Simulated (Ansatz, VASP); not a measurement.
**GaSb in VASP and in Ansatz**

File INCAR:

```
SYSTEM = GaSb
PREC     = Accurate       ! precision mode
ENCUT    = 520            ! plane-wave cutoff, eV
EDIFF    = 1E-7           ! SCF threshold, eV
ISMEAR   = 0              ! smearing method
SIGMA    = 0.15           ! smearing width, eV
LREAL    = .FALSE.        ! projectors in reciprocal space
LASPH    = .TRUE.         ! aspherical terms in the spheres
NELM     = 60             ! most SCF steps
ALGO     = Normal         ! electronic algorithm
ISIF     = 2              ! what is computed and relaxed
LWAVE    = .FALSE.        ! write WAVECAR
LCHARG   = .TRUE.         ! write CHGCAR
GGA      = PE             ! functional
LELF     = .TRUE.         ! ELF
LVHAR    = .TRUE.       
NBANDS   = 16             ! bands
```

File KPOINTS:

```
Automatic mesh
0
G
  14 14 14
  0 0 0
```

POSCAR

```
GaSb
1.0
    0.0000000000      3.0589492791      3.3141378971
    3.3141378971      0.0000000000      3.3141378971
    3.3141378971      3.0589492791      0.0000000000
Ga Sb
1 1
Direct
    0.0000000000      0.0000000000      0.0000000000
    0.7500000000      0.7500000000      0.7500000000
```

Input for Ansatz:

```yaml
crystal:
  lattice:
    - [0.0, 3.0589492791, 3.3141378971]
    - [3.3141378971, 0.0, 3.3141378971]
    - [3.3141378971, 3.0589492791, 0.0]
  atoms:
    - { symbol: Ga, position: [0.0, 0.0, 0.0] }
    - { symbol: Sb, position: [0.75, 0.75, 0.75] }
basis:
  ecutwfc: 420
kpoints:
  mp_grid: { grid: [14, 14, 14] }
hamiltonian:
  xc: pbe
  pseudopotentials: { kind: paw, azcp: { folder: soft_1 } }
scf:
  occupations: { method: gaussian, width: 0.15 }
output:
  forces: true
  stress: true
  eigenvalues: true
```

Alike in both runs: task single point; functional PBE; k mesh 14 × 14 × 14; occupations gaussian, width 0.15 eV; no spin polarisation.

|  | VASP | Ansatz |
| --- | --- | --- |
| version | VASP 6.6.1 | Ansatz 0.2.0 |
| potentials or method | VASP PAW PBE potentials, release 64 (Ga_d, Sb), cutoff 520 eV | scalar-relativistic, plane waves, PAW |
| valence electrons in the cell | 18 | 28 |

Ansatz gave:

| Quantity | Value |
| --- | --- |
| pressure (GPa) | -3.8 |
| traceless stress, the component that is largest in VASP (GPa) | 1.76 |

**Question.** What did VASP give for the same quantities?

**Answer.** Pressure (GPa): -3.8; traceless stress, the component that is largest in VASP (GPa): 1.75.

VASP's potentials hold 18 valence electrons a cell and Ansatz's 28, so a difference there can come from the potentials and not from the codes.

Spin-orbit coupling is off throughout.
